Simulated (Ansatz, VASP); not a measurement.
Se in VASP and in Ansatz

```
Se
1.0
     3.09391    0.00000    0.00000
     0.00000    3.09391    0.00000
     0.00000    0.00000    2.50118
Se
1
Direct
  0.00000 0.00000 0.00000
```

Alike in both runs: functional PBE; k mesh 6 × 6 × 6; occupations gaussian, width 0.1 eV; no spin polarisation.

Ansatz relaxed the structure, and its values are those at the end. VASP's run is a single point on that final structure, the one shown.

|  | VASP | Ansatz |
| --- | --- | --- |
| version | VASP 6.6.1 | Ansatz 0.2.0 |
| potentials or method | VASP PAW PBE potentials, release 64 (Se), cutoff 520 eV | scalar-relativistic, plane waves, PAW |
| valence electrons in the cell | 6 | 16 |

|  | VASP | Ansatz | Ansatz less VASP |
| --- | --- | --- | --- |
| gap on the k mesh at the Fermi level (eV) | none | none | - |
| pressure (GPa) | 0.1 | 0.1 | -0.04 |

A gap of «none» marks a metal or a gap that the smearing closes. VASP's potentials hold 6 valence electrons a cell and Ansatz's 16, so a difference there can come from the potentials and not from the codes.

The k mesh is coarse, so the values compare programs but aren't converged.
